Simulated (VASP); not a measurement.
**Ga: single point with PBE**

The system is Ga.

```xyz
1
Lattice="-1.4461 1.4461 2.2290 1.4461 -1.4461 2.2290 1.4461 1.4461 -2.2290" Properties=species:S:1:pos:R:3 pbc="T T T"
Ga    0.0000    0.0000    0.0000
```

This cell differs from its parent crystal: equal xx and yy strain of +3 %.

```
Program                : VASP 6.6.1
Task                   : single point
Functional             : PBE
Potentials or basis    : VASP PAW PBE potentials, release 64 (Ga_d)
Cutoff                 : 500 eV
k mesh                 : 14 × 14 × 16
Occupations            : fermi-dirac, width 0.05 eV
Spin                   : no spin polarisation
Dipole correction      : no
Further INCAR settings : ALGO = Normal; EDIFF = 1e-06; NBANDS = 12; ISYM = 0
```

The pressure is 0.8 GPa. The band gap on the k mesh is zero (an odd number of electrons rules out a gap without spin polarisation).

Stress tensor (GPa, compression positive):
```
 0.75 -0.02  0.21
-0.02  0.75  0.21
 0.21  0.21  0.80
```

Levels at points of the mesh, in eV from the Fermi level:
| k point | band 2 | band 3 | band 4 | band 5 | band 6 | band 7 | band 8 | band 9 | band 10 | band 11 |
| --- | --- | --- | --- | --- | --- | --- | --- | --- | --- | --- |
| (0.00, 0.00, 0.00) | -14.92 | -14.92 | -14.88 | -14.78 | -11.17 | 12.30 | 12.30 | 12.37 | 15.92 | 15.97 |
| (0.50, 0.00, 0.00) | -14.98 | -14.91 | -14.74 | -14.71 | -4.97 | -4.04 | 8.76 | 10.93 | 12.93 | 15.02 |
| (0.00, 0.50, 0.00) | -14.98 | -14.91 | -14.74 | -14.71 | -4.97 | -4.04 | 8.76 | 10.93 | 12.93 | 15.02 |
| (0.50, 0.50, 0.00) | -15.07 | -14.73 | -14.73 | -14.65 | -2.25 | -1.74 | 4.19 | 4.85 | 8.01 | 8.08 |
| (0.00, 0.00, 0.50) | -15.07 | -14.74 | -14.73 | -14.65 | -2.25 | -1.74 | 4.19 | 4.85 | 8.01 | 8.08 |
| (0.50, 0.00, 0.50) | -14.98 | -14.91 | -14.74 | -14.71 | -4.97 | -4.04 | 8.76 | 10.93 | 12.93 | 15.02 |
| (0.00, 0.50, 0.50) | -14.98 | -14.91 | -14.74 | -14.71 | -4.97 | -4.04 | 8.76 | 10.93 | 12.93 | 15.02 |
| (0.50, 0.50, 0.50) | -15.07 | -14.72 | -14.70 | -14.70 | -3.51 | -3.26 | 5.92 | 5.93 | 9.21 | 9.72 |

Wall time 8.4 min on 1 thread of Oxide Virtual Turin-like Processor, with other jobs on the host, peak memory 0.38 GiB.

Caveat: the cell differs from its parent crystal (equal xx and yy strain of +3 %).
